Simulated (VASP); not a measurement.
# LuV2Ge2 (P-3m1) in VASP: single point with PBE

Aim: the single point of LuV2Ge2 with PBE.

Program: VASP 6.6.1. These are calculated values, not measurements. Logs are shortened: lines on timing, memory, paths and dates and some standing lists are left out, and cuts for length are marked.

### 1 The cell of the first run

The structure is trigonal, space group P-3m1 (No. 164). Conventional cell: a = 3.943 Å, b = 3.943 Å, c = 7.043 Å, α = 90.00°, β = 90.00°, γ = 120.00°. Within 3.3 Å of V (site symmetry 3m) lie 4 Ge at 2.49 to 2.56 Å and 3 V at 2.75 Å. Within 4.0 Å of Lu (site symmetry -3m) lie 6 Ge at 2.86 Å and 6 V at 3.57 Å and 6 Lu at 3.94 Å. Ge (site symmetry 3m) has 4 V at 2.49 to 2.56 Å and 3 Lu at 2.86 Å within 3.3 Å.

### 2 Single point, PBE

INCAR reads:

```
PREC     = Accurate       # precision mode
ENCUT    = 520            # plane-wave cutoff, eV
EDIFF    = 1E-6           # SCF threshold, eV
ISMEAR   = -1             # smearing method
SIGMA    = 0.1            # smearing width, eV
LREAL    = F              # projectors in reciprocal space
LASPH    = T              # aspherical terms in the spheres
NELM     = 60             # most SCF steps
ALGO     = Normal         # electronic algorithm
ISIF     = 2              # what is computed and relaxed
LWAVE    = F              # write WAVECAR
LCHARG   = F              # write CHGCAR
GGA      = PE             # functional
NBANDS   = 48             # bands
```

KPOINTS reads:

```
Automatic mesh
0
Gamma
  8 8 5
```

POSCAR reads:

```
LuV2Ge2
1.0
    3.9434250815     -0.0000002764      0.0000000000
   -1.9717123014      3.4151064367      0.0000000000
    0.0000000000      0.0000000000      7.0426157166
V Lu Ge
2 1 2
Direct
    0.3333333333      0.6666666667      0.6099754545
    0.6666666667      0.3333333333      0.3900245455
    0.0000000000      0.0000000000      0.0000000000
    0.3333333333      0.6666666667      0.2467939008
    0.6666666667      0.3333333333      0.7532060992
```

Potentials or basis: VASP PAW PBE potentials, release 64 (V_sv, Lu, Ge_d).

Launch:

```
$ cat potpaw_PBE.64/V_sv/POTCAR potpaw_PBE.64/Lu/POTCAR potpaw_PBE.64/Ge_d/POTCAR > POTCAR
$ mpirun -np 1 vasp_std > vasp.out
```

OUTCAR:

```text
PREC = Accurate
   ENCUT = 520
   EDIFF = 1E-6
   ISMEAR = -1
   LREAL = F
   LASPH = T
   NELM = 60
   ISIF = 2
   GGA = PE

 ion  position               nearest neighbor table
   1  0.333  0.667  0.610-   5 2.49   5 2.49   5 2.49   4 2.56   2 2.75   2 2.75   2 2.75
   2  0.667  0.333  0.390-   4 2.49   4 2.49   4 2.49   5 2.56   1 2.75   1 2.75   1 2.75
   3  0.000  0.000  0.000-   4 2.86   5 2.86   5 2.86   4 2.86   5 2.86   4 2.86
   4  0.333  0.667  0.247-   2 2.49   2 2.49   2 2.49   1 2.56   3 2.86   3 2.86   3 2.86
   5  0.667  0.333  0.753-   1 2.49   1 2.49   1 2.49   2 2.56   3 2.86   3 2.86   3 2.86

  LATTYP: Found a hexagonal cell.
 ALAT       =     3.9434250815
 C/A-ratio  =     1.7859134055

  Lattice vectors:

 A1 = (   3.9434250815,  -0.0000002764,   0.0000000000)
 A2 = (  -1.9717123014,   3.4151064367,   0.0000000000)
 A3 = (   0.0000000000,   0.0000000000,   7.0426157166)

Analysis of symmetry for initial positions (statically):
=====================================================================
 Subroutine PRICEL returns:
 Original cell was already a primitive cell.

 Routine SETGRP: Setting up the symmetry group for a
 hexagonal supercell.

 Subroutine GETGRP returns: Found 12 space group operations
 (whereof 12 operations were pure point group operations)
 out of a pool of 24 trial point group operations.

The static configuration has the point symmetry D_3d.

Analysis of symmetry for dynamics (positions and initial velocities):
=====================================================================
 Subroutine PRICEL returns:
 Original cell was already a primitive cell.

 Routine SETGRP: Setting up the symmetry group for a
 hexagonal supercell.

 Subroutine GETGRP returns: Found 12 space group operations
 (whereof 12 operations were pure point group operations)
 out of a pool of 24 trial point group operations.

The dynamic configuration has the point symmetry D_3d.

 Subroutine INISYM returns: Found 12 space group operations
 (whereof 12 operations are pure point group operations),
 and found     1 'primitive' translations

----------------------------------------------------------------------------------------

                                     Primitive cell

  volume of cell :      94.8444

  direct lattice vectors                    reciprocal lattice vectors
     3.943425082 -0.000000276  0.000000000     0.253586671  0.146408309  0.000000000
    -1.971712301  3.415106437  0.000000000     0.000000021  0.292816654  0.000000000
     0.000000000  0.000000000  7.042615717     0.000000000  0.000000000  0.141992697

  length of vectors
     3.943425082  3.943425082  7.042615717     0.292816654  0.292816654  0.141992697

  position of ions in fractional coordinates (direct lattice)
     0.333333333  0.666666667  0.609975455
     0.666666667  0.333333333  0.390024545
     0.000000000  0.000000000  0.000000000
     0.333333333  0.666666667  0.246793901
     0.666666667  0.333333333  0.753206099

  ion indices of the primitive-cell ions
   primitive index   ion index
                 1           1
                 2           2
                 3           3
                 4           4
                 5           5

----------------------------------------------------------------------------------------

 KPOINTS: Automatic mesh

Automatic generation of k-mesh.
 Grid dimensions read from file:
 generate k-points for:    8    8    5

 Generating k-lattice:

  Cartesian coordinates                     Fractional coordinates (reciprocal lattice)
     0.031698334  0.018301039  0.000000000     0.125000000  0.000000000  0.000000000
     0.000000003  0.036602082  0.000000000    -0.000000000  0.125000000  0.000000000
     0.000000000  0.000000000  0.028398539     0.000000000  0.000000000  0.200000000

  Length of vectors
     0.036602082  0.036602082  0.028398539

  Shift w.r.t. Gamma in fractional coordinates (k-lattice)
     0.000000000  0.000000000  0.000000000

 Subroutine IBZKPT returns following result:
 ===========================================

 Found     40 irreducible k-points:

 Following reciprocal coordinates:
            Coordinates               Weight
  0.000000  0.000000  0.000000      1.000000
  0.125000 -0.000000  0.000000      6.000000
  0.250000 -0.000000  0.000000      6.000000
  0.375000  0.000000  0.000000      6.000000
  0.500000 -0.000000  0.000000      3.000000
  0.125000  0.125000  0.000000      6.000000
[... 16 lines left out ...]
 -0.125000  0.500000  0.200000     12.000000
  0.250000  0.250000  0.200000     12.000000
 [... further k-points ...]
   k-points           NKPTS =     40   k-points in BZ     NKDIM =     40   number of bands    NBANDS=     48
   number of dos      NEDOS =    301   number of ions     NIONS =      5
   total plane-waves  NPLWV =  48600
   dimension x,y,z NGX =    30 NGY =   30 NGZ =   54
   dimension x,y,z NGXF=    60 NGYF=   60 NGZF=  108
   ions per type =               2   1   2
   NGX,Y,Z   is equivalent  to a cutoff of  12.65, 12.65, 12.75 a.u.
   NGXF,Y,Z  is equivalent  to a cutoff of  25.29, 25.29, 25.49 a.u.
 SYSTEM =  unknown system
   PREC   = accura    normal or accurate (medium, high low for compatibility)
   ISTART =      0    job   : 0-new  1-cont  2-samecut
   ICHARG =      2    charge: 1-file 2-atom 10-const
   ISPIN  =      1    spin polarized calculation?
   LNONCOLLINEAR =      F non collinear calculations
   LSORBIT =      F    spin-orbit coupling
   LASPH  =      T    aspherical Exc in radial PAW
   ENCUT  =  520.0 eV  38.22 Ry    6.18 a.u.   7.33  7.33 13.09*2*pi/ulx,y,z
   NELM   =     60;   NELMIN=  2; NELMDL= -5     # of ELM steps
   EDIFF  = 0.1E-05   stopping-criterion for ELM
   LREAL  =      F    real-space projection
[... 7 lines left out ...]
   TEBEG  =    0.0;   TEEND  =   0.0 temperature during run
   PSTRESS=    0.0 pullay stress
   NELECT =      79.0000    total number of electrons
   NUPDOWN=      -1.0000    fix difference up-down
   EMIN   =  10.00;   EMAX   =-10.00  energy-range for DOS
   EFERMI =   0.00;   METHOD = LEGACY
   ISMEAR =    -1;   SIGMA  =   0.10  broadening in eV -4-tet -1-fermi 0-gaus
   EFERMI_NEDOS =   21; number of points for ismear=-14 and -15
   IALGO  =     38    algorithm
   IMIX   =      4    mixing-type and parameters
     AMIX     =   0.40;   BMIX     =  1.00
     AMIX_MAG =   1.60;   BMIX_MAG =  1.00
  volume/ion in A,a.u.               =      18.97       128.01
  Fermi-wavevector in a.u.,A,eV,Ry     =   1.540328  2.910798 32.281331  2.372611
  Thomas-Fermi vector in A             =   2.646431
   LORBIT       =      0    0 simple, 1 ext, 2 COOP (PROOUT), +10 PAW based schemes
   GGA     = PE    functional components
   LHFCALC =     F    Hartree Fock is set to
   AEXX    =    0.0000 exact exchange contribution
   IVDW    =     0    specifies the selected vdW correction
   LEPSILON=     F    determine dielectric tensor
   LRPA    =     F    only Hartree local field effects (RPA)
 non-spin polarized calculation
  energy-cutoff  :      520.00
  volume of cell :       94.84
 maximum number of plane-waves:      2577
 NGX is ok and might be reduce to    30
   NGX = 15   NGY = 15   NGZ = 27

 number of electron      79.0000016 magnetization

 Free energy of the ion-electron system (eV)
  ---------------------------------------------------
  ext. energy  EPLUGINS =         0.00000000
  ---------------------------------------------------
  free energy    TOTEN  =       -32.71468201 eV

  energy without entropy =      -32.57515532  energy(sigma->0) =      -32.64491867

 E-fermi :   5.6004     XC(G=0): -11.4017

 val. band max:        5.5474391600   @ k =   0.1250  -0.0000   0.4000
 cond. band min:       5.6132430368   @ k =   0.2500   0.1250   0.0000
 fundamental gap:      0.0658038768
 Fermi energy:         5.6004078215

 k-point     1 :       0.0000    0.0000    0.0000
  band No.  band energies     occupation
      1     -58.4129      2.00000
      2     -58.3488      2.00000
      3     -50.2440      2.00000
      4     -32.3378      2.00000
      5     -32.3378      2.00000
      6     -32.2416      2.00000
[... 40 lines left out ...]
     47       8.8130      0.00000
     48       9.2497      0.00000

 k-point     2 :       0.1250   -0.0000    0.0000
  band No.  band energies     occupation
      1     -58.4106      2.00000
      2     -58.3509      2.00000
      3     -50.2436      2.00000
      4     -32.3419      2.00000
      5     -32.3412      2.00000
      6     -32.2582      2.00000
[... 40 lines left out ...]
     47       8.6720      0.00000
     48       9.5594      0.00000

 k-point     3 :       0.2500   -0.0000    0.0000
  band No.  band energies     occupation
      1     -58.4044      2.00000
      2     -58.3567      2.00000
      3     -50.2425      2.00000
      4     -32.3510      2.00000
      5     -32.3489      2.00000
      6     -32.2843      2.00000
[... 40 lines left out ...]
     47       9.0153      0.00000
     48       9.0551      0.00000

 k-point     4 :       0.3750    0.0000    0.0000
  band No.  band energies     occupation
      1     -58.3961      2.00000
      2     -58.3646      2.00000
      3     -50.2415      2.00000
      4     -32.3593      2.00000
      5     -32.3560      2.00000
      6     -32.3042      2.00000
[... 958 lines left out ...]
     47       8.6937      0.00000
     48       9.6133      0.00000

 k-point    23 :      -0.1250    0.5000    0.2000
  band No.  band energies     occupation
      1     -58.3909      2.00000
      2     -58.3696      2.00000
      3     -50.2410      2.00000
      4     -32.3662      2.00000
      5     -32.3531      2.00000
      6     -32.3142      2.00000
[... 40 lines left out ...]
     47       8.7689      0.00000
     48       9.4598      0.00000

 k-point    24 :       0.2500    0.2500    0.2000
  band No.  band energies     occupation
      1     -58.3909      2.00000
      2     -58.3696      2.00000
      3     -50.2410      2.00000
      4     -32.3679      2.00000
      5     -32.3489      2.00000
      6     -32.3172      2.00000
[... 40 lines left out ...]
     47       8.8862      0.00000
     48       9.4443      0.00000

 [... further k-points ...]

------------------------ aborting loop because EDIFF is reached ----------------------------------------

  FORCE on cell =-STRESS in cart. coord.  units (eV):
  Direction    XX          YY          ZZ          XY          YZ          ZX
  --------------------------------------------------------------------------------------
  -------------------------------------------------------------------------------------
  Total        0.1233570      0.1233570      0.1612365     -0.0000000     -0.0000000     -0.0000000
  in kB        2.0838308      2.0838308      2.7237184     -0.0000000     -0.0000000     -0.0000000
  external PRESSURE =       2.2971267 kB  Pullay stress =       0.0000000 kB

 VOLUME and BASIS-vectors are now :
 -----------------------------------------------------------------------------
  energy-cutoff  :      520.00
  volume of cell :       94.84
      direct lattice vectors                 reciprocal lattice vectors
     3.943425082 -0.000000276  0.000000000     0.253586671  0.146408309  0.000000000
    -1.971712301  3.415106437  0.000000000     0.000000021  0.292816654  0.000000000
     0.000000000  0.000000000  7.042615717     0.000000000  0.000000000  0.141992697

 POSITION                                       TOTAL-FORCE (eV/Angst)
 -----------------------------------------------------------------------------------
      0.00000      2.27674      4.29582         0.000000     -0.000000      0.003944
      1.97171      1.13837      2.74679        -0.000000      0.000000     -0.003944
      0.00000      0.00000      0.00000        -0.000000      0.000000      0.000000
      0.00000      2.27674      1.73807        -0.000000      0.000000      0.005232
      1.97171      1.13837      5.30454         0.000000     -0.000000     -0.005232
 -----------------------------------------------------------------------------------
    total drift:                               -0.000000      0.000000      0.000000

  FREE ENERGIE OF THE ION-ELECTRON SYSTEM (eV)
  ---------------------------------------------------
  free  energy   TOTEN  =       -32.7146820095 eV

  energy  without entropy=      -32.5751553225  energy(sigma->0) =      -32.64491867
```

Wall time 2 min (1 thread of Intel Xeon 6975P-C (Granite Rapids), shared host); peak memory 0.33 GiB.

Results:

```yaml
Free_energy: -32.7147 eV
Pressure: 0.2 GPa
Largest_force: 0.005 eV/Å
Band_gap_on_the_k_mesh: zero (an odd number of electrons rules out a gap without spin polarisation)
```

Forces on the atoms (eV/Å):
```
V    0.000  0.000  0.004
V    0.000  0.000 -0.004
Lu   0.000  0.000  0.000
Ge   0.000  0.000  0.005
Ge   0.000  0.000 -0.005
```

Caveat: spin-orbit coupling is left out, which moves the levels of the heavy elements.
